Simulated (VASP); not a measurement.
# Al16Cl in VASP: notebook

The runs below take Al16Cl through single point, with PBE.

Program: VASP 6.6.1. These are calculated values, not measurements. Logs are shortened: lines on timing, memory, paths and dates and some standing lists are left out, and cuts for length are marked.

## (1) The cell of the first run

The cell holds a slab with vacuum, 17 atoms: a = 5.714 Å, b = 8.080 Å, c = 19.743 Å, α = 90.00°, β = 90.00°, γ = 90.00°.

## (2) Single point, PBE

INCAR

```
SYSTEM = Al16Cl
  ALGO = Normal
  DIPOL = 0.5 0.5 0.323
  EDIFF = 1E-7
  ENCUT = 520
  GGA = PE
  IDIPOL = 3
  ISIF = 2
  ISMEAR = 0
  LASPH = .True.
  LCHARG = .False.
  LDIPOL = .True.
  LREAL = Auto
  LWAVE = .False.
  NBANDS = 42
  NELM = 100
  PREC = Accurate
  SIGMA = 0.1
```

KPOINTS

```
k-points
0
Gamma
  5 4 1
  0 0 0
```

POSCAR

```
Al16Cl
1.0
    5.7135165838      0.0000000000      0.0000000000
    0.0000000000      8.0801326417      0.0000000000
    0.0000000000      0.0000000000     19.7432787023
Al Cl
16 1
Direct
    0.2500000000      0.2500000000      0.2026005944
    0.2500000000      0.7500000000      0.2026005944
    0.7500000000      0.2500000000      0.2026005944
    0.7500000000      0.7500000000      0.2026005944
    0.0000000000      0.0000000000      0.2749482104
    0.0000000000      0.5000000000      0.2749482104
    0.5000000000      0.0000000000      0.2749482104
    0.5000000000      0.5000000000      0.2749482104
    0.2500000000      0.2500000000      0.3495466405
    0.2500000000      0.7500000000      0.3495466405
    0.7500000000      0.2500000000      0.3495466405
    0.7500000000      0.7500000000      0.3495466405
    0.0000000000      0.0000000000      0.4175232912
    0.0000000000      0.5000000000      0.4175232912
    0.5000000000      0.0000000000      0.4175232912
    0.5000000000      0.5000000000      0.4175232912
    0.1666666667      0.2000000000      0.5043059685
```

Potentials or basis: VASP PAW PBE potentials, release 64 (Al, Cl).

On the command line:

```
> cat potpaw_PBE.64/Al/POTCAR potpaw_PBE.64/Cl/POTCAR > POTCAR
> mpirun -np 1 vasp_std > vasp.out
```

OUTCAR:

```text
SYSTEM = Al16Cl
   EDIFF = 1E-7
   ENCUT = 520
   GGA = PE
   ISIF = 2
   ISMEAR = 0
   LASPH = .True.
   LREAL = Auto
   NELM = 100
   PREC = Accurate

 ion  position               nearest neighbor table
   1  0.250  0.250  0.203-   3 2.86   3 2.86   6 2.86   7 2.86   8 2.86   5 2.86   9 2.90
   2  0.250  0.750  0.203-   4 2.86   4 2.86   6 2.86   7 2.86   8 2.86   5 2.86  10 2.90
   3  0.750  0.250  0.203-   1 2.86   1 2.86   6 2.86   7 2.86   8 2.86   5 2.86  11 2.90
   4  0.750  0.750  0.203-   2 2.86   2 2.86   6 2.86   7 2.86   8 2.86   5 2.86  12 2.90
   5  0.000  0.000  0.275-  13 2.81   7 2.86   7 2.86   4 2.86   1 2.86   2 2.86   3 2.86  11 2.88
                            12 2.88   9 2.88  10 2.88
   6  0.000  0.500  0.275-  14 2.81   8 2.86   8 2.86   4 2.86   1 2.86   2 2.86   3 2.86  11 2.88
                            12 2.88   9 2.88  10 2.88
   7  0.500  0.000  0.275-  15 2.81   5 2.86   5 2.86   4 2.86   1 2.86   2 2.86   3 2.86  11 2.88
                            12 2.88   9 2.88  10 2.88
   8  0.500  0.500  0.275-  16 2.81   6 2.86   6 2.86   4 2.86   1 2.86   2 2.86   3 2.86  11 2.88
                            12 2.88   9 2.88  10 2.88
   9  0.250  0.250  0.350-  13 2.81  14 2.81  15 2.81  16 2.81  11 2.86  11 2.86   7 2.88   8 2.88
                             5 2.88   6 2.88   1 2.90
  10  0.250  0.750  0.350-  13 2.81  14 2.81  15 2.81  16 2.81  12 2.86  12 2.86   7 2.88   8 2.88
                             5 2.88   6 2.88   2 2.90
  11  0.750  0.250  0.350-  13 2.81  14 2.81  15 2.81  16 2.81   9 2.86   9 2.86   7 2.88   8 2.88
[... 5 lines left out ...]
  14  0.000  0.500  0.418-   9 2.81  10 2.81  11 2.81  12 2.81   6 2.81  16 2.86  16 2.86
  15  0.500  0.000  0.418-   9 2.81  10 2.81  11 2.81  12 2.81   7 2.81  13 2.86  13 2.86
  16  0.500  0.500  0.418-   9 2.81  10 2.81  11 2.81  12 2.81   8 2.81  14 2.86  14 2.86
  17  0.167  0.200  0.504-  13 2.54

  LATTYP: Found a simple orthorhombic cell.
 ALAT       =     5.7135165838
 B/A-ratio  =     1.4142135624
 C/A-ratio  =     3.4555388810

  Lattice vectors:

 A1 = (   5.7135165838,   0.0000000000,   0.0000000000)
 A2 = (   0.0000000000,   8.0801326417,   0.0000000000)
 A3 = (   0.0000000000,   0.0000000000,  19.7432787023)

Analysis of symmetry for initial positions (statically):
=====================================================================
 Subroutine PRICEL returns:
 Original cell was already a primitive cell.

 Routine SETGRP: Setting up the symmetry group for a
 simple orthorhombic supercell.

 Subroutine GETGRP returns: Found  1 space group operations
 (whereof  1 operations were pure point group operations)
 out of a pool of  8 trial point group operations.

The static configuration has the point symmetry C_1 .

Analysis of symmetry for dynamics (positions and initial velocities):
=====================================================================
 Subroutine PRICEL returns:
 Original cell was already a primitive cell.

 Routine SETGRP: Setting up the symmetry group for a
 simple orthorhombic supercell.

 Subroutine GETGRP returns: Found  1 space group operations
 (whereof  1 operations were pure point group operations)
 out of a pool of  8 trial point group operations.

The dynamic configuration has the point symmetry C_1 .

 Subroutine INISYM returns: Found  1 space group operations
 (whereof  1 operations are pure point group operations),
 and found     1 'primitive' translations

----------------------------------------------------------------------------------------

                                     Primitive cell

  volume of cell :     911.4676

  direct lattice vectors                    reciprocal lattice vectors
     5.713516584  0.000000000  0.000000000     0.175023558  0.000000000  0.000000000
     0.000000000  8.080132642  0.000000000     0.000000000  0.123760345  0.000000000
     0.000000000  0.000000000 19.743278702     0.000000000  0.000000000  0.050650149

  length of vectors
     5.713516584  8.080132642 19.743278702     0.175023558  0.123760345  0.050650149

  position of ions in fractional coordinates (direct lattice)
     0.250000000  0.250000000  0.202600594
     0.250000000  0.750000000  0.202600594
     0.750000000  0.250000000  0.202600594
     0.750000000  0.750000000  0.202600594
     0.000000000  0.000000000  0.274948210
     0.000000000  0.500000000  0.274948210
[... 9 lines left out ...]
     0.500000000  0.500000000  0.417523291
     0.166666667  0.200000000  0.504305968

  ion indices of the primitive-cell ions
[... 33 lines left out ...]

  Length of vectors
     0.035004712  0.030940086  0.050650149

  Shift w.r.t. Gamma in fractional coordinates (k-lattice)
     0.000000000  0.000000000  0.000000000

 Subroutine IBZKPT returns following result:
 ===========================================

 Found     11 irreducible k-points:

 Following reciprocal coordinates:
            Coordinates               Weight
  0.000000  0.000000  0.000000      1.000000
  0.200000  0.000000  0.000000      2.000000
  0.400000  0.000000  0.000000      2.000000
  0.000000  0.250000  0.000000      2.000000
  0.200000  0.250000  0.000000      2.000000
  0.200000 -0.250000  0.000000      2.000000
  0.400000  0.250000  0.000000      2.000000
  0.400000 -0.250000  0.000000      2.000000
  0.000000  0.500000  0.000000      1.000000
  0.200000  0.500000  0.000000      2.000000
  0.400000  0.500000  0.000000      2.000000
   k-points           NKPTS =     11   k-points in BZ     NKDIM =     11   number of bands    NBANDS=     42
   number of dos      NEDOS =    301   number of ions     NIONS =     17
   total plane-waves  NPLWV = 378000
   dimension x,y,z NGX =    42 NGY =   60 NGZ =  150
   dimension x,y,z NGXF=    84 NGYF=  120 NGZF=  300
   ions per type =              16   1
   NGX,Y,Z   is equivalent  to a cutoff of  12.22, 12.34, 12.63 a.u.
   NGXF,Y,Z  is equivalent  to a cutoff of  24.44, 24.69, 25.26 a.u.
 SYSTEM =  Al16Cl
   PREC   = accura    normal or accurate (medium, high low for compatibility)
   ISTART =      0    job   : 0-new  1-cont  2-samecut
   ICHARG =      2    charge: 1-file 2-atom 10-const
   ISPIN  =      1    spin polarized calculation?
   LNONCOLLINEAR =      F non collinear calculations
   LSORBIT =      F    spin-orbit coupling
   LASPH  =      T    aspherical Exc in radial PAW
   ENCUT  =  520.0 eV  38.22 Ry    6.18 a.u.  10.62 15.02 36.71*2*pi/ulx,y,z
   NELM   =    100;   NELMIN=  2; NELMDL= -5     # of ELM steps
   EDIFF  = 0.1E-06   stopping-criterion for ELM
   LREAL  =      T    real-space projection
   EDIFFG = 0.1E-05   stopping-criterion for IOM
   NSW    =      0    number of steps for IOM
   IBRION =     -1    ionic relax: 0-MD 1-quasi-New 2-CG
   NFREE  =      0    steps in history (QN), initial steepest desc. (CG)
   ISIF   =      2    stress and relaxation
   ISYM   =      2    0-nonsym 1-usesym 2-fastsym
   POTIM  = 0.5000    time-step for ionic-motion
   TEBEG  =    0.0;   TEEND  =   0.0 temperature during run
   PSTRESS=    0.0 pullay stress
   NELECT =      55.0000    total number of electrons
   NUPDOWN=      -1.0000    fix difference up-down
   EMIN   =  10.00;   EMAX   =-10.00  energy-range for DOS
   EFERMI =   0.00;   METHOD = LEGACY
   ISMEAR =     0;   SIGMA  =   0.10  broadening in eV -4-tet -1-fermi 0-gaus
   EFERMI_NEDOS =   21; number of points for ismear=-14 and -15
   IALGO  =     38    algorithm
   IMIX   =      4    mixing-type and parameters
     AMIX     =   0.40;   BMIX     =  1.00
     AMIX_MAG =   1.60;   BMIX_MAG =  1.00
  volume/ion in A,a.u.               =      53.62       361.82
  Fermi-wavevector in a.u.,A,eV,Ry     =   0.642119  1.213428  5.609905  0.412316
  Thomas-Fermi vector in A             =   1.708683
   LORBIT       =      0    0 simple, 1 ext, 2 COOP (PROOUT), +10 PAW based schemes
   GGA     = PE    functional components
   LHFCALC =     F    Hartree Fock is set to
   AEXX    =    0.0000 exact exchange contribution
   IVDW    =     0    specifies the selected vdW correction
   LEPSILON=     F    determine dielectric tensor
   LRPA    =     F    only Hartree local field effects (RPA)
 non-spin polarized calculation
 Gauss-broadening in eV      SIGMA  =   0.10
  energy-cutoff  :      520.00
  volume of cell :      911.47
 maximum number of plane-waves:     24626
   NGX = 21   NGY = 31   NGZ = 73

 dipolmoment           0.000000      0.000000     -0.107211 electrons x Angstroem

 number of electron      55.0000001 magnetization

 dipolmoment           0.000000      0.000000      0.161625 electrons x Angstroem

 Free energy of the ion-electron system (eV)
  ---------------------------------------------------
  ext. energy  EPLUGINS =         0.00000000
  ---------------------------------------------------
  free energy    TOTEN  =       -58.01844669 eV

  energy without entropy =      -57.99282143  energy(sigma->0) =      -58.00563406

 E-fermi :  -0.5732     XC(G=0):  -4.1905

 val. band max:       -0.5940744414   @ k =   0.0000   0.2500   0.0000
 cond. band min:      -0.5544783971   @ k =   0.0000   0.0000   0.0000
 fundamental gap:      0.0395960443
 Fermi energy:        -0.5731787996

 k-point     1 :       0.0000    0.0000    0.0000
  band No.  band energies     occupation
      1     -15.8498      2.00000
      2     -10.7867      2.00000
      3      -8.6434      2.00000
      4      -8.5435      2.00000
      5      -8.3608      2.00000
      6      -6.4442      2.00000
[... 451 lines left out ...]
     38       2.1802      0.00000
     39       2.3439      0.00000
 [bands above 39 left out]

------------------------ aborting loop because EDIFF is reached ----------------------------------------

 vacuum level on the upper side and lower side of the slab       (xc-potential included)         0.283        -0.344

  FORCE on cell =-STRESS in cart. coord.  units (eV):
  Direction    XX          YY          ZZ          XY          YZ          ZX
  --------------------------------------------------------------------------------------
  -------------------------------------------------------------------------------------
  Total      -14.8608270     -2.9589582      0.0229672     -0.3386909     -0.7327799     -0.7476726
  in kB      -26.1223535     -5.2012551      0.0403717     -0.5953506     -1.2880801     -1.3142584
  external PRESSURE =     -10.4277456 kB  Pullay stress =       0.0000000 kB

 VOLUME and BASIS-vectors are now :
 -----------------------------------------------------------------------------
  energy-cutoff  :      520.00
  volume of cell :      911.47
      direct lattice vectors                 reciprocal lattice vectors
     5.713516584  0.000000000  0.000000000     0.175023558  0.000000000  0.000000000
     0.000000000  8.080132642  0.000000000     0.000000000  0.123760345  0.000000000
     0.000000000  0.000000000 19.743278702     0.000000000  0.000000000  0.050650149

 POSITION                                       TOTAL-FORCE (eV/Angst)
 -----------------------------------------------------------------------------------
      1.42838      2.02003      4.00000        -0.003912     -0.030459      0.189360
      1.42838      6.06010      4.00000         0.110364     -0.007956      0.140729
      4.28514      2.02003      4.00000         0.012224     -0.013181      0.215529
      4.28514      6.06010      4.00000        -0.100800     -0.018746      0.147114
      0.00000      0.00000      5.42838        -0.110478     -0.013638     -0.217717
      0.00000      4.04007      5.42838        -0.052842      0.033387     -0.215891
[... 9 lines left out ...]
      2.85676      4.04007      8.24328         0.051744      0.097560     -0.037551
      0.95225      1.61603      9.95665        -0.330707     -0.442302     -0.022785
 -----------------------------------------------------------------------------------
    total drift:                               -0.000068     -0.000125      0.001160

  FREE ENERGIE OF THE ION-ELECTRON SYSTEM (eV)
  ---------------------------------------------------
  free  energy   TOTEN  =       -58.0184466869 eV

  energy  without entropy=      -57.9928214340  energy(sigma->0) =      -58.00563406

 vacuum level on the upper side and lower side of the slab         4.212         3.563
```

It took 14 min on 1 thread of Intel Xeon 6975P-C (Granite Rapids), shared host; peak memory 0.85 GiB.

Results:

- Free energy: -58.0184 eV
- Largest force: 0.654 eV/Å
- Band gap on the k mesh: zero (an odd number of electrons rules out a gap without spin polarisation)

Forces on the atoms (eV/Å):
```
Al  -0.004 -0.030  0.189
Al   0.110 -0.008  0.141
Al   0.012 -0.013  0.216
Al  -0.101 -0.019  0.147
Al  -0.110 -0.014 -0.218
Al  -0.053  0.033 -0.216
Al   0.140 -0.095 -0.210
Al   0.073  0.085 -0.230
Al   0.068  0.084 -0.288
Al   0.034  0.120  0.147
Al  -0.071 -0.042 -0.095
Al  -0.055  0.021 -0.157
Al  -0.049  0.379  0.530
Al   0.005 -0.046  0.122
Al   0.280 -0.110 -0.019
Al   0.052  0.098 -0.038
Cl  -0.331 -0.442 -0.023
```

Levels at points of the mesh, in eV from the Fermi level:
```tsv
k point	band 26	band 27	band 28	band 29	band 30	band 31
(0.00, 0.00, 0.00)	-0.70	-0.68	-0.46	0.02	0.20	0.32
(0.00, 0.50, 0.00)	-0.87	-0.80	-0.62	0.25	0.30	0.43
```

(Part 1 of 2 ends here.)

The gap in the log of VASP goes by the Fermi energy; the results here count the filled bands.